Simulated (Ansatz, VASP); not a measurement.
# InP in VASP and in Ansatz

INCAR

```
ALGO = Normal
EDIFF = 1E-7
EDIFFG = -0.005
ENCUT = 600
IBRION = 2
ISIF = 3
ISMEAR = 0
LASPH = True
LCHARG = False
LREAL = False
LWAVE = False
NELM = 80
NSW = 70
PREC = Accurate
SIGMA = 0.02
```

KPOINTS

```
k-points
0
Gamma
  8 8 8
```

POSCAR

```
InP
1.0
    0.0000000000      2.9305000000      2.9305000000
    2.9305000000      0.0000000000      2.9305000000
    2.9305000000      2.9305000000      0.0000000000
In P
1 1
Direct
    0.0000000000      0.0000000000      0.0000000000
    0.2500000000      0.2500000000      0.2500000000
```

Input for Ansatz:

```yaml
crystal:
  lattice:
    - [0.0, 2.9305, 2.9305]
    - [2.9305, 0.0, 2.9305]
    - [2.9305, 2.9305, 0.0]
  atoms:
    - { symbol: In, position: [0.0, 0.0, 0.0] }
    - { symbol: P, position: [0.25, 0.25, 0.25] }
basis:
  ecutwfc: 420
kpoints:
  mp_grid: { grid: [8, 8, 8] }
scf:
  occupations: { method: gaussian, width: 0.02 }
  n_extra_bands: 4
hamiltonian:
  xc: lda
  pseudopotentials: { kind: paw, azcp: { folder: soft_1 } }
output:
  eigenvalues: true
  forces: true
  stress: true
relax:
  f_tol: 0.005
  max_steps: 50
  cell: {}
```

Alike in both runs: task relaxation of cell and atoms; functional LDA; k mesh 8 × 8 × 8; occupations gaussian, width 0.02 eV; no spin polarisation.

|  | VASP | Ansatz |
| --- | --- | --- |
| version | VASP 6.6.1 | Ansatz 0.2.0 |
| potentials or method | VASP PAW LDA potentials, release 64 (In_d, P), cutoff 600 eV | plane-wave PAW, scalar-relativistic |
| valence electrons in the cell | 18 | 18 |

|  | VASP | Ansatz | Ansatz less VASP |
| --- | --- | --- | --- |
| gap on the k mesh at the Fermi level, each at its own relaxed structure (eV) | 0.60 | 0.57 | -0.026 |
| relaxed volume (Å³/atom) | 24.75 | 24.73 | -0.023 |
| relaxed cell length with the largest relative difference (Å) | 4.121 | 4.120 | -0.0013 |

Ansatz warns that its potentials were made for another functional, while VASP's fit it. LDA's correlation is that of Perdew and Zunger in VASP and of Perdew and Wang (1992) in Ansatz.
